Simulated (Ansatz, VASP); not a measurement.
## AlN in VASP and in Ansatz

The input INCAR:

```
  PREC = Accurate
  ENCUT = 520
  EDIFF = 1E-6
  ISMEAR = -1
  SIGMA = 0.01
  LREAL = Auto
  LASPH = T
  NELM = 80
  ALGO = Normal
  ISIF = 2
  LWAVE = F
  LCHARG = T
  GGA = PE
  LELF = T
  LVHAR = T
  NBANDS = 46
```

KPOINTS

```
regular mesh
0
Gamma
  1 1 2
```

The input POSCAR:

```
AlN
1.0
    6.2595139092      0.0000000618      0.0000000000
   -3.1297570081      5.4208980298      0.0000000000
    0.0000000000      0.0000000000      5.0174032950
Al N
8 8
Direct
    0.3335524029      0.1664661886      0.5000247806
    0.3335524029      0.6664661886      0.5000247806
    0.8335524029      0.1664661886      0.5000247806
    0.8335524029      0.6664661886      0.5000247806
    0.1664661886      0.3335524029      0.0000247806
    0.1664661886      0.8335524029      0.0000247806
    0.6664661886      0.3335524029      0.0000247806
    0.6664661886      0.8335524029      0.0000247806
    0.3319615438      0.1680198647      0.8799752194
    0.1680198647      0.3319615438      0.3799752194
    0.3319615438      0.6680198647      0.8799752194
    0.1680198647      0.8319615438      0.3799752194
    0.8319615438      0.1680198647      0.8799752194
    0.6680198647      0.3319615438      0.3799752194
    0.8319615438      0.6680198647      0.8799752194
    0.6680198647      0.8319615438      0.3799752194
```

Input for Ansatz:

```yaml
crystal:
  lattice:
    - [6.259513909191, 6.17542644939e-08, 0.0]
    - [-3.129757008076, 5.420898029824, 0.0]
    - [0.0, 0.0, 5.017403295]
  atoms:
    - { symbol: Al, position: [0.333552402862, 0.1664661886088, 0.5000247806347] }
    - { symbol: "N", position: [0.3319615438481, 0.1680198646811, 0.8799752193653] }
    - { symbol: "N", position: [0.1680198646811, 0.3319615438481, 0.3799752193653] }
    - { symbol: Al, position: [0.333552402862, 0.6664661886088, 0.5000247806347] }
    - { symbol: "N", position: [0.3319615438481, 0.6680198646811, 0.8799752193653] }
    - { symbol: "N", position: [0.1680198646811, 0.8319615438481, 0.3799752193653] }
    - { symbol: Al, position: [0.833552402862, 0.1664661886088, 0.5000247806347] }
    - { symbol: "N", position: [0.8319615438481, 0.1680198646811, 0.8799752193653] }
    - { symbol: "N", position: [0.6680198646811, 0.3319615438481, 0.3799752193653] }
    - { symbol: Al, position: [0.833552402862, 0.6664661886088, 0.5000247806347] }
    - { symbol: "N", position: [0.8319615438481, 0.6680198646811, 0.8799752193653] }
    - { symbol: "N", position: [0.6680198646811, 0.8319615438481, 0.3799752193653] }
    - { symbol: Al, position: [0.1664661886088, 0.333552402862, 2.478063474776e-05] }
    - { symbol: Al, position: [0.1664661886088, 0.833552402862, 2.478063474776e-05] }
    - { symbol: Al, position: [0.6664661886088, 0.333552402862, 2.478063474776e-05] }
    - { symbol: Al, position: [0.6664661886088, 0.833552402862, 2.478063474776e-05] }
basis:
  ecutwfc: 420.0
  ecutrho_ratio: 4
  xc_grid: 2
  fft_grid_basis: typed
  precision: f64
kpoints:
  mp_grid: { grid: [1, 1, 2] }
hamiltonian:
  pseudopotentials: { kind: paw, azcp: { folder: soft_1 } }
scf:
  max_iter: 100
  self_checks: high
  occupations: { method: fermi_dirac, width: 0.01 }
output:
  forces: true
checkpoint:
  write: "../host.s2.run"
  compress: false
  write_wavefunctions: true
  write_every: 100000
```

Alike in both runs: task single point; functional PBE; k mesh 1 × 1 × 2; occupations fermi-dirac, width 0.01 eV; no spin polarisation.

```csv
,VASP,Ansatz
version,VASP 6.6.1,Ansatz 0.2.0
potentials or method,"VASP PAW PBE potentials, release 64 (Al, N), cutoff 520 eV",plane-wave PAW DFT
valence electrons in the cell,64,64
```

Ansatz gave:

- gap on the k mesh at the Fermi level (eV): 3.99
- rms of the force components (eV/Å): 0.267

**Question.** Which values does VASP return?

**Answer.** gap on the k mesh at the Fermi level (eV): 4.00; rms of the force components (eV/Å): 0.267.

With one functional, cell and mesh, what is left measures potentials, basis and numerics.

The k mesh is coarse, so the values compare programs but aren't converged.
